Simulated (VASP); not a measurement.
In:

```
In
1.0
    -1.62547    1.62547    2.47370
     1.62547   -1.62547    2.47370
     1.62547    1.62547   -2.47370
In
1
Direct
  0.00000 0.00000 0.00000
```

| Quantity | Value |
| --- | --- |
| Program | VASP 6.6.1 |
| Task | relaxation of cell and atoms |
| Functional | PBE |
| Potentials or basis | VASP PAW PBE potentials, release 64 (In_d) |
| Cutoff | 500 eV |
| k mesh | 10 × 10 × 10 |
| Occupations | fermi-dirac, width 0.02 eV |
| Spin | no spin polarisation |

At the start: pressure 2.0 GPa; volume 26.14 Å³/atom.

Question: How do energy, volume and symmetry change on relaxing?

Answer: Over 8 steps the energy falls by 19.3 meV/atom and the volume is 27.35 Å³/atom (+4.6 %); space group I4/mmm (No. 139, to 0.1 Å) before, Fm-3m (No. 225, to 0.1 Å).

The path:
```csv
step,energy change (eV),largest force (eV/Å),pressure (GPa),volume (Å³)
1,0.0000,0.0000,1.96,26.14
2,-0.0138,0.0000,0.04,27.37
3,-0.0145,0.0000,-0.47,27.75
4,-0.0174,0.0000,-0.27,27.56
5,-0.0186,0.0000,0.55,26.96
6,-0.0190,0.0000,0.33,27.13
7,-0.0193,0.0000,-0.03,27.37
8,-0.0193,0.0000,0.01,27.35
```

Final structure:
```xyz
1
Lattice="-1.6987 1.6987 2.3692 1.6987 -1.6987 2.3692 1.6987 1.6987 -2.3692" Properties=species:S:1:pos:R:3 pbc="T T T"
In    0.0000    0.0000    0.0000
```
